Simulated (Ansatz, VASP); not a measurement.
One calculation of Cu, two programs

INCAR

```
PREC = Accurate ; ENCUT = 520
EDIFF = 1E-6 ; ISMEAR = 0
SIGMA = 0.15 ; LREAL = F
LASPH = T ; NELM = 100
ALGO = Normal ; ISIF = 2
LWAVE = F ; LCHARG = T
GGA = PE ; LELF = T
LVHAR = T ; NBANDS = 12
```

Contents of KPOINTS:

```
Automatic mesh
0
Gamma
  24 24 24
```

POSCAR

```
Cu
1.0
   -1.5058898514      1.5058898514      1.2521474115
    1.5058898514     -1.5058898514      1.2521474115
    1.5058898514      1.5058898514     -1.2521474115
Cu
1
Direct
    0.0000000000      0.0000000000      0.0000000000
```

Input for Ansatz:

```yaml
crystal:
  lattice:
    - [-1.5058898514, 1.5058898514, 1.2521474115]
    - [1.5058898514, -1.5058898514, 1.2521474115]
    - [1.5058898514, 1.5058898514, -1.2521474115]
  atoms:
    - { symbol: Cu, position: [0.0, 0.0, 0.0] }
basis:
  ecutwfc: 520.0
kpoints:
  mp_grid: { grid: [24, 24, 24] }
hamiltonian:
  xc: pbe
  pseudopotentials: { kind: paw, azcp: { folder: soft_1 } }
scf:
  occupations: { method: gaussian, width: 0.15 }
output:
  forces: true
  stress: true
  eigenvalues: true
  write_density: true
  write_potential: true
  elf: true
  volumetric_format: npy
```

Alike in both runs: task single point; functional PBE; k mesh 24 × 24 × 24; occupations gaussian, width 0.15 eV; no spin polarisation.

|  | VASP | Ansatz |
| --- | --- | --- |
| version | VASP 6.6.1 | Ansatz 0.2.0 |
| potentials or method | VASP PAW PBE potentials, release 64 (Cu), cutoff 520 eV | scalar-relativistic, plane waves, PAW |
| valence electrons in the cell | 11 | 19 |

|  | VASP | Ansatz | Ansatz less VASP |
| --- | --- | --- | --- |
| gap on the k mesh at the Fermi level (eV) | none | none | - |
| pressure (GPa) | 10.9 | 10.1 | -0.73 |
| traceless stress, the component that is largest in VASP (GPa) | 5.70 | 5.70 | -0.003 |

A gap of «none» marks a metal or a gap that the smearing closes. With one functional, cell and mesh, what is left measures potentials, basis and numerics. VASP's potentials hold 11 valence electrons a cell and Ansatz's 19, so a difference there can come from the potentials and not from the codes.
